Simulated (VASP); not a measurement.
Input of a VASP 6.6.1 run:

INCAR

```
ALGO = Fast
EDIFF = 1E-7
ENCUT = 520
GGA = PS
ISIF = 2
ISMEAR = 0
LASPH = True
LCHARG = True
LELF = True
LREAL = False
LVHAR = True
LWAVE = False
NBANDS = 22
NELM = 100
PREC = Accurate
SIGMA = 0.1
```

KPOINTS

```
k-points
0
Gamma
  18 18 18
```

POSCAR

```
AlAu
1.0
    1.5151596499      0.8747778318      8.3924739641
   -1.5151596499      0.8747778318      8.3924739641
    0.0000000000     -1.7495556635      8.3924739641
Al Au
2 2
Direct
    0.3764258214      0.3764258214      0.3764258214
    0.6235741786      0.6235741786      0.6235741786
    0.8799597768      0.8799597768      0.8799597768
    0.1200402232      0.1200402232      0.1200402232
```

Potentials or basis: VASP PAW PBE potentials, release 64 (Al, Au).

Run with:

```sh
$ cat potpaw_PBE.64/Al/POTCAR potpaw_PBE.64/Au/POTCAR > POTCAR
$ mpirun -np 1 vasp_std > vasp.out
```

**Question.** Estimate the largest force.

**Answer.** 0.013 eV/Å.

**Question.** Predict the pressure.

**Answer.** -0.1 GPa.

**Question.** Predict the band gap on the k mesh.

**Answer.** Zero (bands 14 and 15 overlap by 1.97 eV).

Forces in eV/Å, atoms in the order of the input:
```
Al   0.000  0.000  0.013
Al   0.000  0.000 -0.013
Au   0.000  0.000 -0.004
Au   0.000  0.000  0.004
```

Caveat: the PAW data sets were made with another functional, which shifts forces and pressure a little; spin-orbit coupling is left out, which moves the levels of the heavy elements.
